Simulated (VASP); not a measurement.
Here is a VASP 6.6.1 calculation.

Contents of INCAR:

```
  ALGO = Normal
  EDIFF = 1E-6
  ENCUT = 520
  GGA = PE
  ISIF = 2
  ISMEAR = 0
  LASPH = T
  LCHARG = T
  LELF = T
  LREAL = F
  LVHAR = T
  LWAVE = F
  NBANDS = 16
  NELM = 100
  PREC = Accurate
  SIGMA = 0.03
```

Contents of KPOINTS:

```
k-points
0
Gamma
  4 4 4
```

The input POSCAR:

```
Si
1.0
   -3.3254442900      3.3254442900      1.9223856600
    3.3254442900     -3.3254442900      1.9223856600
    3.3254442900      3.3254442900     -1.9223856600
Si
4
Direct
    0.1788010600      0.1788010600      0.3576021200
    0.8211989400      0.8211989400      0.6423978800
    0.1788010600      0.8211989400      0.0000000000
    0.8211989400      0.1788010600      0.0000000000
```

Potentials or basis: VASP PAW PBE potentials, release 64 (Si).

Run with:

```sh
$ cat potpaw_PBE.64/Si/POTCAR > POTCAR
$ mpirun -np 1 vasp_std > vasp.out
```

(1) Predict the pressure.

(2) Estimate the largest force.

## Answers

(1) 1.4 GPa.

(2) 0.020 eV/Å.

Caveat: the k points lie up to 0.47 Å⁻¹ apart.
